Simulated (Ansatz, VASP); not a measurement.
## Two plane-wave programs on ZrAl2N3

```
CELL_PARAMETERS angstrom
-1.53579 1.53579 6.42423
1.53579 -1.53579 6.42423
1.53579 1.53579 -6.42423
ATOMIC_POSITIONS crystal
Zr 0.50000 0.50000 0.00000
Al 0.82805 0.82805 0.00000
Al 0.17195 0.17195 0.00000
N 0.67617 0.67617 0.00000
N 0.32383 0.32383 0.00000
N 0.00000 0.00000 0.00000
```

Alike in both runs: functional PBE; k mesh 8 × 8 × 8; occupations gaussian, width 0.1 eV; no spin polarisation.

Ansatz relaxed the structure, and its values are those at the end. VASP's run is a single point on that final structure, the one shown.

|  | VASP | Ansatz |
| --- | --- | --- |
| version | VASP 6.6.1 | Ansatz 0.2.0 |
| potentials or method | VASP PAW PBE potentials, release 64 (Zr_sv, Al, N), cutoff 520 eV | scalar-relativistic, plane waves, PAW |
| valence electrons in the cell | 33 | 33 |

```csv
,VASP,Ansatz,Ansatz less VASP
gap on the k mesh at the Fermi level (eV),none,none,-
pressure (GPa),0.0,0.0,-0.02
rms of the force components (eV/Å),0.005,0.006,+0.0013
```

A gap of «none» marks a metal or a gap that the smearing closes.

The k mesh is coarse, so the values compare programs but aren't converged.
